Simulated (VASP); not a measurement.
Set up this calculation in VASP 6.6.1, as the native input.

| Item | Value |
| --- | --- |
| Task | single point |
| Functional | PBEsol |
| Potentials or basis | VASP PAW PBE potentials, release 64 (Pb_d) |
| Cutoff | 520 eV |
| k mesh | 18 × 18 × 18 |
| Occupations | gaussian, width 0.15 eV |
| Spin | no spin polarisation |
| Dipole correction | no |
| Further INCAR settings | ALGO = Fast; EDIFF = 1e-06; NBANDS = 13 |

The structure of Pb lies in POSCAR:

```
Pb
1.0
    0.0000000000      2.5036370814      2.4034915982
    2.5036370814      0.0000000000      2.4034915982
    2.5036370814      2.5036370814      0.0000000000
Pb
1
Direct
    0.0000000000      0.0000000000      0.0000000000
```

This cell differs from its parent crystal: ratio of the length along z to the lengths across it x 0.96, volume and fractional coordinates fixed.

One way to write it, as run:

INCAR

```
SYSTEM = Pb
PREC = Accurate
ENCUT = 520
EDIFF = 1E-6
ISMEAR = 0
SIGMA = 0.15
LREAL = .False.
LASPH = .True.
NELM = 80
ALGO = Fast
ISIF = 2
LWAVE = .False.
LCHARG = .True.
GGA = PS
LELF = .True.
LVHAR = .True.
NBANDS = 13
```

KPOINTS

```
regular mesh
0
Gamma
  18 18 18
  0 0 0
```

Potentials or basis: VASP PAW PBE potentials, release 64 (Pb_d).

Command:

```console
$ cat potpaw_PBE.64/Pb_d/POTCAR > POTCAR
$ mpirun -np 1 vasp_std > vasp.out
```

It gave:

* Pressure: -0.2 GPa
* Band gap on the k mesh: zero (band 7 reaches 14.58 eV, above the bottom of band 8 at 5.51 eV)

Caveat: the PAW data sets were made with another functional, which shifts forces and pressure a little; spin-orbit coupling is left out, which moves the levels of the heavy elements.

Run time: 83 s on 1 thread of Intel(R) Xeon(R) 6975P-C (Granite Rapids) (shared host), peak memory 0.29 GiB.
